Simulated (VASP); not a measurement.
A run of VASP 6.6.1:

The input INCAR:

```
PREC = Accurate ; ENCUT = 520
EDIFF = 1E-7 ; ISMEAR = 0
SIGMA = 0.1 ; LREAL = False
LASPH = True ; NELM = 60
ALGO = Normal ; ISIF = 2
LWAVE = False ; LCHARG = False
GGA = PE ; NBANDS = 22
```

File KPOINTS:

```
regular mesh
0
Gamma
  4 4 4
```

Contents of POSCAR:

```
Li7B
1.0
   -3.1067641437      3.1067641437      3.1067641437
    3.1067641437     -3.1067641437      3.1067641437
    3.1067641437      3.1067641437     -3.1067641437
Li B
7 1
Direct
    0.5000000000      0.5000000000      0.5000000000
    0.0000000000      0.0000000000      0.5000000000
    0.0000000000      0.5000000000      0.0000000000
    0.5000000000      0.0000000000      0.0000000000
    0.0000000000      0.5000000000      0.5000000000
    0.5000000000      0.0000000000      0.5000000000
    0.5000000000      0.5000000000      0.0000000000
    0.0000000000      0.0000000000      0.0000000000
```

Potentials or basis: VASP PAW PBE potentials, release 64 (Li_sv, B).

The run is started by

```sh
$ cat potpaw_PBE.64/Li_sv/POTCAR potpaw_PBE.64/B/POTCAR > POTCAR
$ mpirun -np 1 vasp_std > vasp.out
```

Hardware: 1 thread of Intel Xeon 8259CL, with other jobs on the host.

**Question.** How long does it take, and how much memory?

**Answer.** Wall time 36 s on 1 thread of Intel Xeon 8259CL, on a shared host, peak memory 0.23 GiB. Counts: scf iterations 14, k points 8.
